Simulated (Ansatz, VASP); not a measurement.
**B: VASP beside Ansatz**

```xyz
6
Lattice="1.0567 -2.7950 0.0000 1.0567 2.7950 0.0000 0.0000 0.0000 6.8851" Properties=species:S:1:pos:R:3 pbc="T T T"
B     0.5283    1.3975    2.4548
B     0.5283   -1.3975    4.4302
B     0.5283   -1.3975    0.9877
B     0.5283    1.3975    5.8974
B     0.0000    0.0000    3.4425
B     1.0567    0.0000    0.0000
```

Alike in both runs: task relaxation of cell and atoms; functional PBE; k mesh 18 × 18 × 6; occupations gaussian, width 0.1 eV; no spin polarisation.

```csv
,VASP,Ansatz
version,VASP 6.6.1,Ansatz 0.2.0
potentials or method,"VASP PAW PBE potentials, release 64 (B), cutoff 600 eV","scalar-relativistic, plane waves, PAW"
valence electrons in the cell,18,18
```

|  | VASP | Ansatz | Ansatz less VASP |
| --- | --- | --- | --- |
| gap on the k mesh at the Fermi level, each at its own relaxed structure (eV) | none | none | - |
| relaxed volume (Å³/atom) | 6.79 | 6.79 | -0.002 |
| relaxed length of the cell vector where the two differ most in proportion (Å) | 6.939 | 6.973 | +0.0341 |

A gap of «none» marks a metal or a gap that the smearing closes.
